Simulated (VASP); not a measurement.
Write the native input for VASP 6.6.1 that does the following.

```
Task                   : single point
Functional             : PBE
Potentials or basis    : VASP PAW PBE potentials, release 64 (Ba_sv, O, Br)
Cutoff                 : 520 eV
k mesh                 : 4 × 4 × 4
Occupations            : fermi-dirac, width 0.05 eV
Spin                   : no spin polarisation
Dipole correction      : no
Further INCAR settings : ALGO = Normal; EDIFF = 1e-07; NBANDS = 30
```

The structure of Ba3BrO lies in POSCAR:

```
Ba3BrO
1.0
    5.2434400000      0.0000000000      0.0000000000
    0.0000000000      5.2434400000      0.0000000000
    0.0000000000      0.0000000000      5.2434400000
Ba O Br
3 1 1
Direct
    0.5000000000      0.0000000000      0.5000000000
    0.0000000000      0.5000000000      0.5000000000
    0.5000000000      0.5000000000      0.0000000000
    0.5000000000      0.5000000000      0.5000000000
    0.0000000000      0.0000000000      0.0000000000
```

These files were run (other wordings do the same):

INCAR

```
SYSTEM = Ba3BrO
  PREC = Accurate
  ENCUT = 520
  EDIFF = 1E-7
  ISMEAR = -1
  SIGMA = 0.05
  LREAL = .FALSE.
  LASPH = .TRUE.
  NELM = 80
  ALGO = Normal
  ISIF = 2
  LWAVE = .FALSE.
  LCHARG = .FALSE.
  GGA = PE
  NBANDS = 30
```

KPOINTS

```
Automatic mesh
0
G
  4 4 4
  0 0 0
```

Potentials or basis: VASP PAW PBE potentials, release 64 (Ba_sv, O, Br).

Run with:

```sh
$ cat potpaw_PBE.64/Ba_sv/POTCAR potpaw_PBE.64/O/POTCAR potpaw_PBE.64/Br/POTCAR > POTCAR
$ mpirun -np 1 vasp_std > vasp.out
```

It gave:

```yaml
Pressure: 6.2 GPa
```

Caveat: an odd number of electrons without spin polarisation forces a metal; a magnetic or distorted state may lie lower.

Wall time 62 s on 1 thread of AMD EPYC 7R43 64-Core Processor (Zen 3) (shared host), peak memory 0.21 GiB.
